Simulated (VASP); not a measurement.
## SiGe: single point with PBEsol

Crystal: SiGe.

```
Si Ge
1.0
     3.96863    0.00000    0.00000
    -1.98431    3.43693    0.00000
     0.00000    0.00000    6.55576
Si Ge
2 2
Direct
  0.66667 0.33333 0.87455
  0.33333 0.66667 0.37455
  0.66667 0.33333 0.47717
  0.33333 0.66667 0.97717
```

This cell differs from its parent crystal: atoms shifted along a free coordinate.

- Program: VASP 6.6.1
- Task: single point
- Functional: PBEsol
- Potentials or basis: VASP PAW PBE potentials, release 64 (Si, Ge_d)
- Cutoff: 520 eV
- k mesh: 12 × 12 × 6
- Occupations: gaussian, width 0.03 eV
- Spin: no spin polarisation

| Quantity | Value |
| --- | --- |
| Pressure | -3.0 GPa |
| Largest force | 1.264 eV/Å |
| Band gap on the k mesh | zero (bands 18 and 19 overlap by 0.35 eV) |

Forces in eV/Å, atoms in the order of the input:
```
Si   0.000  0.000 -1.264
Si   0.000  0.000 -1.264
Ge   0.000  0.000  1.264
Ge   0.000  0.000  1.264
```

Stress tensor (GPa, compression positive):
```
-1.22  0.00  0.00
 0.00 -1.22  0.00
 0.00  0.00 -6.70
```

Levels at points of the mesh, in eV from the Fermi level:
```tsv
k point	band 14	band 15	band 16	band 17	band 18	band 19	band 20	band 21	band 22	band 23
(0.00, 0.00, 0.00)	-1.92	-1.92	-0.66	-0.66	-0.34	0.26	0.76	1.82	1.93	1.93
(0.50, 0.00, 0.00)	-6.83	-4.43	-3.43	-2.68	-2.09	-0.04	1.44	3.35	3.59	3.66
(0.00, 0.00, 0.50)	-4.27	-1.39	-1.39	-1.39	-1.39	0.41	0.41	2.73	2.73	2.73
(0.50, 0.00, 0.50)	-7.82	-2.87	-2.87	-2.40	-2.40	0.42	0.42	1.28	1.28	5.84
```

It took 2.2 min on 1 thread of Intel(R) Xeon(R) Platinum 8259CL CPU @ 2.50GHz (Skylake/Cascade Lake) (shared host), peak memory 0.29 GiB.

Caveat: the cell differs from its parent crystal (atoms shifted along a free coordinate); the stress differs along the axes, from -7 to -1 GPa; semilocal functionals underestimate gaps, and a narrow one can read as zero; the PAW data sets were made with another functional, which shifts forces and pressure a little.
